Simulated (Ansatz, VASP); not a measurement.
## Rh in VASP and in Ansatz

File INCAR:

```
  ALGO = Normal
  EDIFF = 1E-7
  ENCUT = 520
  GGA = PS
  ISIF = 2
  ISMEAR = 1
  LASPH = T
  LCHARG = F
  LREAL = F
  LWAVE = F
  NBANDS = 38
  NELM = 80
  PREC = Accurate
  SIGMA = 0.05
```

The input KPOINTS:

```
k-points
0
Gamma
  9 9 3
```

The input POSCAR:

```
Rh
1.0
    2.6917450000      0.0000000000      0.0000000000
   -1.3458720000      2.3311190000      0.0000000000
    0.0000000000      0.0000000000      8.7980700000
Rh
4
Direct
    0.0000000000      0.0000000000      0.0000000000
    0.3333333333      0.6666666667      0.2500000000
    0.0000000000      0.0000000000      0.5000000000
    0.6666666667      0.3333333333      0.7500000000
```

Input for Ansatz:

```yaml
crystal:
  lattice:
    - [2.691745, 0.0, 0.0]
    - [-1.345872, 2.331119, 0.0]
    - [0.0, 0.0, 8.79807]
  atoms:
    - { symbol: Rh, position: [0.0, 0.0, 0.0] }
    - { symbol: Rh, position: [0.3333333333333333, 0.6666666666666666, 0.25] }
    - { symbol: Rh, position: [0.0, 0.0, 0.5] }
    - { symbol: Rh, position: [0.6666666666666666, 0.3333333333333333, 0.75] }
kpoints:
  mp_grid:
    grid: [9, 9, 3]
hamiltonian:
  xc: pbesol
  pseudopotentials:
    kind: all_electron
    lapw: {}
scf:
  occupations:
    method: cold
    width: 0.05
output:
  forces: true
  stress: true
  eigenvalues: true
```

Alike in both runs: task single point; functional PBEsol; k mesh 9 × 9 × 3; no spin polarisation.

|  | VASP | Ansatz |
| --- | --- | --- |
| version | VASP 6.6.1 | Ansatz 0.2.0 |
| potentials or method | VASP PAW PBE potentials, release 64 (Rh_pv), cutoff 520 eV | all-electron (LAPW or listed datasets) |
| occupations | methfessel-paxton of order 1, width 0.05 eV | cold, width 0.05 eV |

```tsv
	VASP	Ansatz	Ansatz less VASP
gap on the k mesh at the Fermi level (eV)	none	none	-
pressure (GPa)	-5.9	-5.8	+0.07
traceless stress, the component that is largest in VASP (GPa)	-0.69	-0.80	-0.120
```

VASP's potentials were made for PBE, not for PBEsol. A gap of «none» marks a metal or a gap that the smearing closes. Ansatz ran all-electron here, and VASP with PAW potentials.
